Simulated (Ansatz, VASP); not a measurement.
Two plane-wave programs on In3Sb2As

File INCAR:

```
PREC     = Accurate       # precision mode
ENCUT    = 520            # plane-wave cutoff, eV
EDIFF    = 1E-6           # SCF threshold, eV
ISMEAR   = -1             # smearing method
SIGMA    = 0.02           # smearing width, eV
LREAL    = F              # projectors in reciprocal space
LASPH    = T              # aspherical terms in the spheres
NELM     = 80             # most SCF steps
ALGO     = Normal         # electronic algorithm
ISIF     = 2              # what is computed and relaxed
LWAVE    = F              # write WAVECAR
LCHARG   = T              # write CHGCAR
GGA      = PE             # functional
LELF     = T              # ELF
LVHAR    = T            
NBANDS   = 36             # bands
```

KPOINTS

```
regular mesh
0
Gamma
  6 6 2
```

POSCAR

```
In3Sb2As
1.0
    4.5360799735      0.0000000000      0.0000000000
   -2.2680399867      3.9283604906      0.0000000000
    0.0000000000      0.0000000000     11.1050713242
As Sb In
1 2 3
Direct
    0.0000000000      0.0000000000      0.0008759169
    0.3333333333      0.6666666667      0.3267571204
    0.6666666667      0.3333333333      0.6718153136
    0.3333333333      0.6666666667      0.0707062933
    0.6666666667      0.3333333333      0.4173096213
    0.0000000000      0.0000000000      0.7625357344
```

Input for Ansatz:

```yaml
crystal:
  lattice:
    - [4.5360799735, 0.0, 0.0]
    - [-2.2680399867, 3.9283604906, 0.0]
    - [0.0, 0.0, 11.1050713242]
  atoms:
    - { symbol: As, position: [0.0, 0.0, 0.0008759169] }
    - { symbol: Sb, position: [0.3333333333, 0.6666666667, 0.3267571204] }
    - { symbol: Sb, position: [0.6666666667, 0.3333333333, 0.6718153136] }
    - { symbol: In, position: [0.3333333333, 0.6666666667, 0.0707062933] }
    - { symbol: In, position: [0.6666666667, 0.3333333333, 0.4173096213] }
    - { symbol: In, position: [0.0, 0.0, 0.7625357344] }
kpoints:
  mp_grid: { grid: [6, 6, 2] }
  band_path:
    path:
      - [[0.0, 0.0, 0.0], [0.5, 3.064776666551e-17, -7.645231319206e-18], [0.3333333333333, 0.3333333333333, -5.096820879471e-18], [0.0, 0.0, 0.0], [-1.578055883701e-35, -8.243585992273e-36, 0.5], [0.5, 3.096676345913e-17, 0.5], [0.3333333333333, 0.3333333333333, 0.5], [-1.578055883701e-35, -8.243585992273e-36, 0.5]]
      - [[0.5, 3.096676345913e-17, 0.5], [0.5, 3.064776666551e-17, -7.645231319206e-18]]
      - [[0.3333333333333, 0.3333333333333, 0.5], [0.3333333333333, 0.3333333333333, -5.096820879471e-18]]
    npoints: 10
hamiltonian:
  xc: pbe
scf:
  occupations: { method: fermi_dirac, width: 0.02 }
  n_extra_bands: 5
output:
  forces: true
  stress: true
  eigenvalues: true
```

Alike in both runs: task single point; functional PBE; k mesh 6 × 6 × 2; occupations fermi-dirac, width 0.02 eV; no spin polarisation.

```csv
,VASP,Ansatz
version,VASP 6.6.1,Ansatz 0.2.0
potentials or method,"VASP PAW PBE potentials, release 64 (As, Sb, In_d)","plane waves, PAW"
plane-wave cutoff (eV),520,420
valence electrons in the cell,54,84
```

```csv
,VASP,Ansatz,Ansatz less VASP
pressure (GPa),1.6,1.6,0.00
rms of the force components (eV/Å),0.015,0.015,-0.0004
```

Atom by atom the forces differ by 0.002 eV/Å (rms over components). With one functional, cell and mesh, what is left measures potentials, basis and numerics. VASP's potentials hold 54 valence electrons a cell and Ansatz's 84, so a difference there can come from the potentials and not from the codes.

Spin-orbit coupling is off throughout.
